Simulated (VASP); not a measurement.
# InGaAs2 (P-4m2) in VASP: single point with LDA

Aim: the single point of InGaAs2 with LDA.

Program: VASP 6.6.1. These are calculated values, not measurements. Logs are shortened: lines on timing, memory, paths and dates and some standing lists are left out, and cuts for length are marked.

**1. The cell of the first run**

Symmetry: P-4m2, No. 115, tetragonal system. The conventional cell has a = 4.141 Å, b = 4.141 Å, c = 5.856 Å, α = 90.00°, β = 90.00°, γ = 90.00°. Ga (site symmetry -4m2) has 4 As at 2.47 Å within 3.3 Å. Within 3.4 Å of In (site symmetry -4m2) lie 4 As at 2.60 Å. As (site symmetry 2mm) has 2 Ga at 2.47 Å and 2 In at 2.60 Å within 3.3 Å.

**2. Single point, LDA**

INCAR reads:

```
ALGO = Normal
EDIFF = 1E-6
ENCUT = 520
ISIF = 2
ISMEAR = 0
LASPH = True
LCHARG = False
LREAL = False
LWAVE = False
NBANDS = 46
NELM = 100
PREC = Accurate
SIGMA = 0.02
```

KPOINTS reads:

```
k-points
0
Gamma
  5 5 5
```

POSCAR reads:

```
InGaAs2
1.0
    5.8558000000      0.0000000000      0.0000000000
    0.0000000000      5.8558000000      0.0000000000
    0.0000000000      0.0000000000      5.8558000000
Ga In As
2 2 4
Direct
    0.0000000000      0.0000000000      0.0000000000
    0.0000000000      0.5000000000      0.5000000000
    0.5000000000      0.0000000000      0.5000000000
    0.5000000000      0.5000000000      0.0000000000
    0.2303584748      0.2500000000      0.2500000000
    0.2303584748      0.7500000000      0.7500000000
    0.7696415252      0.2500000000      0.7500000000
    0.7696415252      0.7500000000      0.2500000000
```

Potentials or basis: VASP PAW LDA potentials, release 64 (Ga_d, In_d, As).

Run with:

```bash
$ cat potpaw_LDA.64/Ga_d/POTCAR potpaw_LDA.64/In_d/POTCAR potpaw_LDA.64/As/POTCAR > POTCAR
$ mpirun -np 1 vasp_std > vasp.out
```

OUTCAR:

```text
EDIFF = 1E-6
   ENCUT = 520
   ISIF = 2
   ISMEAR = 0
   LASPH = True
   LREAL = False
   NELM = 100
   PREC = Accurate

 ion  position               nearest neighbor table
   1  0.000  0.000  0.000-   5 2.47   6 2.47   7 2.47   8 2.47
   2  0.000  0.500  0.500-   5 2.47   6 2.47   7 2.47   8 2.47
   3  0.500  0.000  0.500-   5 2.60   6 2.60   7 2.60   8 2.60
   4  0.500  0.500  0.000-   5 2.60   6 2.60   7 2.60   8 2.60
   5  0.230  0.250  0.250-   1 2.47   2 2.47   3 2.60   4 2.60
   6  0.230  0.750  0.750-   1 2.47   2 2.47   3 2.60   4 2.60
   7  0.770  0.250  0.750-   1 2.47   2 2.47   3 2.60   4 2.60
   8  0.770  0.750  0.250-   1 2.47   2 2.47   3 2.60   4 2.60

  LATTYP: Found a simple cubic cell.
 ALAT       =     5.8558000000

  Lattice vectors:

 A1 = (   5.8558000000,   0.0000000000,   0.0000000000)
 A2 = (   0.0000000000,   5.8558000000,   0.0000000000)
 A3 = (   0.0000000000,   0.0000000000,   5.8558000000)

Analysis of symmetry for initial positions (statically):
=====================================================================
 Subroutine PRICEL returns following result:

  LATTYP: Found a simple tetragonal cell.
 ALAT       =     4.1406758893
 C/A-ratio  =     1.4142135624

  Lattice vectors:

 A1 = (   0.0000000000,   2.9279000000,  -2.9279000000)
 A2 = (   0.0000000000,   2.9279000000,   2.9279000000)
 A3 = (   5.8558000000,   0.0000000000,   0.0000000000)

   2 primitive cells build up your supercell.

 Routine SETGRP: Setting up the symmetry group for a
 simple cubic supercell.

 Subroutine GETGRP returns: Found  8 space group operations
 (whereof  8 operations were pure point group operations)
 out of a pool of 48 trial point group operations.

The static configuration has the point symmetry D_2d.

Analysis of symmetry for dynamics (positions and initial velocities):
=====================================================================
 Subroutine PRICEL returns following result:

  LATTYP: Found a simple tetragonal cell.
 ALAT       =     4.1406758893
 C/A-ratio  =     1.4142135624

  Lattice vectors:

 A1 = (   0.0000000000,   2.9279000000,  -2.9279000000)
 A2 = (   0.0000000000,   2.9279000000,   2.9279000000)
 A3 = (   5.8558000000,   0.0000000000,   0.0000000000)

   2 primitive cells build up your supercell.

 Routine SETGRP: Setting up the symmetry group for a
 simple cubic supercell.

 Subroutine GETGRP returns: Found  8 space group operations
 (whereof  8 operations were pure point group operations)
 out of a pool of 48 trial point group operations.

The dynamic configuration has the point symmetry D_2d.

 Subroutine INISYM returns: Found  8 space group operations
 (whereof  8 operations are pure point group operations),
 and found     2 'primitive' translations

----------------------------------------------------------------------------------------

                                     Primitive cell

  volume of cell :     100.3988

  direct lattice vectors                    reciprocal lattice vectors
     0.000000000  2.927900000 -2.927900000     0.000000000  0.170770860 -0.170770860
     0.000000000  2.927900000  2.927900000     0.000000000  0.170770860  0.170770860
     5.855800000  0.000000000  0.000000000     0.170770860  0.000000000  0.000000000

  length of vectors
     4.140675889  4.140675889  5.855800000     0.241506466  0.241506466  0.170770860

  position of ions in fractional coordinates (direct lattice)
     0.000000000  0.000000000  0.000000000
     0.500000000  0.500000000  0.500000000
     0.000000000  0.500000000  0.230358475
     0.500000000  1.000000000  0.769641525

  ion indices of the primitive-cell ions
   primitive index   ion index
                 1           1
                 2           3
                 3           5
                 4           7

----------------------------------------------------------------------------------------

 KPOINTS: k-points

Automatic generation of k-mesh.
 Grid dimensions read from file:
 generate k-points for:    5    5    5

 Generating k-lattice:

  Cartesian coordinates                     Fractional coordinates (reciprocal lattice)
     0.034154172  0.000000000  0.000000000     0.200000000  0.000000000  0.000000000
     0.000000000  0.034154172  0.000000000     0.000000000  0.200000000  0.000000000
     0.000000000  0.000000000  0.034154172     0.000000000  0.000000000  0.200000000

  Length of vectors
     0.034154172  0.034154172  0.034154172

  Shift w.r.t. Gamma in fractional coordinates (k-lattice)
     0.000000000  0.000000000  0.000000000

 Subroutine IBZKPT returns following result:
 ===========================================

 Found     18 irreducible k-points:

 Following reciprocal coordinates:
            Coordinates               Weight
  0.000000  0.000000  0.000000      1.000000
  0.200000  0.000000  0.000000      2.000000
  0.000000  0.200000  0.000000      4.000000
  0.400000  0.000000  0.000000      2.000000
  0.000000  0.400000  0.000000      4.000000
  0.200000  0.200000  0.000000      8.000000
[... 10 lines left out ...]
  0.200000  0.400000  0.400000      8.000000
  0.400000  0.400000  0.400000      8.000000
   k-points           NKPTS =     18   k-points in BZ     NKDIM =     18   number of bands    NBANDS=     46
   number of dos      NEDOS =    301   number of ions     NIONS =      8
   total plane-waves  NPLWV = 110592
   dimension x,y,z NGX =    48 NGY =   48 NGZ =   48
   dimension x,y,z NGXF=    96 NGYF=   96 NGZF=   96
   ions per type =               2   2   4
   NGX,Y,Z   is equivalent  to a cutoff of  13.63, 13.63, 13.63 a.u.
   NGXF,Y,Z  is equivalent  to a cutoff of  27.25, 27.25, 27.25 a.u.
 SYSTEM =  unknown system
   PREC   = accura    normal or accurate (medium, high low for compatibility)
   ISTART =      0    job   : 0-new  1-cont  2-samecut
   ICHARG =      2    charge: 1-file 2-atom 10-const
   ISPIN  =      1    spin polarized calculation?
   LNONCOLLINEAR =      F non collinear calculations
   LSORBIT =      F    spin-orbit coupling
   LASPH  =      T    aspherical Exc in radial PAW
   ENCUT  =  520.0 eV  38.22 Ry    6.18 a.u.  10.89 10.89 10.89*2*pi/ulx,y,z
   NELM   =    100;   NELMIN=  2; NELMDL= -5     # of ELM steps
   EDIFF  = 0.1E-05   stopping-criterion for ELM
   LREAL  =      F    real-space projection
   EDIFFG = 0.1E-04   stopping-criterion for IOM
   NSW    =      0    number of steps for IOM
   IBRION =     -1    ionic relax: 0-MD 1-quasi-New 2-CG
   NFREE  =      0    steps in history (QN), initial steepest desc. (CG)
   ISIF   =      2    stress and relaxation
   ISYM   =      2    0-nonsym 1-usesym 2-fastsym
   POTIM  = 0.5000    time-step for ionic-motion
   TEBEG  =    0.0;   TEEND  =   0.0 temperature during run
   PSTRESS=    0.0 pullay stress
   NELECT =      72.0000    total number of electrons
   NUPDOWN=      -1.0000    fix difference up-down
   EMIN   =  10.00;   EMAX   =-10.00  energy-range for DOS
   EFERMI =   0.00;   METHOD = LEGACY
   ISMEAR =     0;   SIGMA  =   0.02  broadening in eV -4-tet -1-fermi 0-gaus
   EFERMI_NEDOS =   21; number of points for ismear=-14 and -15
   IALGO  =     38    algorithm
   IMIX   =      4    mixing-type and parameters
     AMIX     =   0.40;   BMIX     =  1.00
     AMIX_MAG =   1.60;   BMIX_MAG =  1.00
  volume/ion in A,a.u.               =      25.10       169.38
  Fermi-wavevector in a.u.,A,eV,Ry     =   1.163053  2.197851 18.404489  1.352692
  Thomas-Fermi vector in A             =   2.299607
   LORBIT       =      0    0 simple, 1 ext, 2 COOP (PROOUT), +10 PAW based schemes
   GGA     = CA    functional components
   LHFCALC =     F    Hartree Fock is set to
   AEXX    =    0.0000 exact exchange contribution
   IVDW    =     0    specifies the selected vdW correction
   LEPSILON=     F    determine dielectric tensor
   LRPA    =     F    only Hartree local field effects (RPA)
 non-spin polarized calculation
 Gauss-broadening in eV      SIGMA  =   0.02
  energy-cutoff  :      520.00
  volume of cell :      200.80
 maximum number of plane-waves:      5449
 NGX is ok and might be reduce to    48
   NGX = 21   NGY = 21   NGZ = 21

 number of electron      71.9999961 magnetization

 Free energy of the ion-electron system (eV)
  ---------------------------------------------------
  ext. energy  EPLUGINS =         0.00000000
  ---------------------------------------------------
  free energy    TOTEN  =       -37.16488456 eV

  energy without entropy =      -37.16470402  energy(sigma->0) =      -37.16479429

 E-fermi :   4.1411     XC(G=0):  -9.6486

 val. band max:        4.1411312675   @ k =   0.0000   0.0000   0.0000
 cond. band min:       4.1411312695   @ k =   0.0000   0.0000   0.0000
 fundamental gap:      0.0000000020
 Fermi energy:         4.1411312686

 k-point     1 :       0.0000    0.0000    0.0000
  band No.  band energies     occupation
      1     -10.9053      2.00000
      2     -10.8921      2.00000
      3     -10.8921      2.00000
      4     -10.8359      2.00000
      5     -10.8359      2.00000
      6     -10.8104      2.00000
[... 38 lines left out ...]
     45       7.8886      0.00000
     46       7.8964      0.00000

 k-point     2 :       0.2000    0.0000    0.0000
  band No.  band energies     occupation
      1     -10.9039      2.00000
      2     -10.8906      2.00000
      3     -10.8906      2.00000
      4     -10.8355      2.00000
      5     -10.8355      2.00000
      6     -10.8105      2.00000
[... 38 lines left out ...]
     45       8.4589      0.00000
     46       8.4589      0.00000

 k-point     3 :       0.0000    0.2000    0.0000
  band No.  band energies     occupation
      1     -10.9015      2.00000
      2     -10.8907      2.00000
      3     -10.8871      2.00000
      4     -10.8420      2.00000
      5     -10.8354      2.00000
      6     -10.8151      2.00000
[... 38 lines left out ...]
     45       8.4343      0.00000
     46       8.5267      0.00000

 k-point     4 :       0.4000    0.0000    0.0000
  band No.  band energies     occupation
      1     -10.9017      2.00000
      2     -10.8882      2.00000
      3     -10.8882      2.00000
      4     -10.8349      2.00000
      5     -10.8349      2.00000
      6     -10.8106      2.00000
[... 626 lines left out ...]
     45       8.8496      0.00000
     46       9.4924      0.00000

 k-point    17 :       0.2000    0.4000    0.4000
  band No.  band energies     occupation
      1     -10.8887      2.00000
      2     -10.8876      2.00000
      3     -10.8687      2.00000
      4     -10.8645      2.00000
      5     -10.8337      2.00000
      6     -10.8322      2.00000
[... 38 lines left out ...]
     45       8.8061      0.00000
     46       9.6293      0.00000

 k-point    18 :       0.4000    0.4000    0.4000
  band No.  band energies     occupation
      1     -10.8896      2.00000
      2     -10.8886      2.00000
      3     -10.8685      2.00000
      4     -10.8646      2.00000
      5     -10.8340      2.00000
      6     -10.8326      2.00000
[... 38 lines left out ...]
     45       8.8531      0.00000
     46       8.9097      0.00000

------------------------ aborting loop because EDIFF is reached ----------------------------------------

  FORCE on cell =-STRESS in cart. coord.  units (eV):
  Direction    XX          YY          ZZ          XY          YZ          ZX
  --------------------------------------------------------------------------------------
  -------------------------------------------------------------------------------------
  Total       -1.0173982     -1.4778174     -1.4778174      0.0000000      0.0000000      0.0000000
  in kB       -8.1178839    -11.7915976    -11.7915976      0.0000000      0.0000000      0.0000000
  external PRESSURE =     -10.5670264 kB  Pullay stress =       0.0000000 kB

 VOLUME and BASIS-vectors are now :
 -----------------------------------------------------------------------------
  energy-cutoff  :      520.00
  volume of cell :      200.80
      direct lattice vectors                 reciprocal lattice vectors
     5.855800000  0.000000000  0.000000000     0.170770860  0.000000000  0.000000000
     0.000000000  5.855800000  0.000000000     0.000000000  0.170770860  0.000000000
     0.000000000  0.000000000  5.855800000     0.000000000  0.000000000  0.170770860

 POSITION                                       TOTAL-FORCE (eV/Angst)
 -----------------------------------------------------------------------------------
      0.00000      0.00000      0.00000         0.000000     -0.000000      0.000000
      0.00000      2.92790      2.92790         0.000000     -0.000000      0.000000
      2.92790      0.00000      2.92790         0.000000     -0.000000      0.000000
      2.92790      2.92790      0.00000         0.000000     -0.000000      0.000000
      1.34893      1.46395      1.46395         0.002978     -0.000000      0.000000
      1.34893      4.39185      4.39185         0.002978     -0.000000      0.000000
      4.50687      1.46395      4.39185        -0.002978      0.000000     -0.000000
      4.50687      4.39185      1.46395        -0.002978      0.000000     -0.000000
 -----------------------------------------------------------------------------------
    total drift:                                0.000000      0.000000     -0.000000

  FREE ENERGIE OF THE ION-ELECTRON SYSTEM (eV)
  ---------------------------------------------------
  free  energy   TOTEN  =       -37.1648845586 eV

  energy  without entropy=      -37.1647040180  energy(sigma->0) =      -37.16479429
```

Run time: 2.2 min. Hardware: 1 thread of Intel Xeon Platinum 8375C at 2.90GHz (Ice Lake), shared host; peak memory 0.34 GiB.

Results:

```yaml
Free_energy: -37.1649 eV
Pressure: -1.1 GPa
Band_gap_on_the_k_mesh: zero (filled and empty bands touch)
```

Forces on the atoms (eV/Å):
```
Ga   0.000  0.000  0.000
Ga   0.000  0.000  0.000
In   0.000  0.000  0.000
In   0.000  0.000  0.000
As   0.003  0.000  0.000
As   0.003  0.000  0.000
As  -0.003  0.000  0.000
As  -0.003  0.000  0.000
```

Stress tensor (GPa, compression positive):
```
-0.81  0.00  0.00
 0.00 -1.18  0.00
 0.00  0.00 -1.18
```

Caveat: spin-orbit coupling is left out, which moves the levels of the heavy elements.
